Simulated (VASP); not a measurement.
A run of VASP 6.6.1:

The input INCAR:

```
ALGO = Normal
EDIFF = 1E-7
ENCUT = 450
ISIF = 2
ISMEAR = 0
LASPH = T
LCHARG = F
LREAL = F
LWAVE = F
NELM = 100
PREC = Accurate
SIGMA = 0.02
```

The input KPOINTS:

```
k-points
0
Gamma
  6 6 5
```

POSCAR

```
PbO
1.0
    3.9900000000      0.0000000000      0.0000000000
    0.0000000000      3.9900000000      0.0000000000
    0.0000000000      0.0000000000      5.0100000000
Pb O
2 2
Direct
    0.4993990000      0.0030290000      0.7607640000
    0.0007070000      0.5049610000      0.2385260000
    0.5000230000      0.4988230000     -0.0028120000
   -0.0007980000     -0.0038370000     -0.0011880000
```

Potentials or basis: VASP PAW PBE potentials, release 64 (Pb_d, O).

The run is started by

```bash
$ cat potpaw_PBE.64/Pb_d/POTCAR potpaw_PBE.64/O/POTCAR > POTCAR
$ mpirun -np 1 vasp_std > vasp.out
```

Hardware: 1 thread of AMD EPYC 9R45 96-Core Processor (Zen 5) (shared host).

Estimate the wall time of this run.

It took 85 s on 1 thread of AMD EPYC 9R45 96-Core Processor (Zen 5), on a shared host, peak memory 0.22 GiB. Counts: scf iterations 18, k points 92.
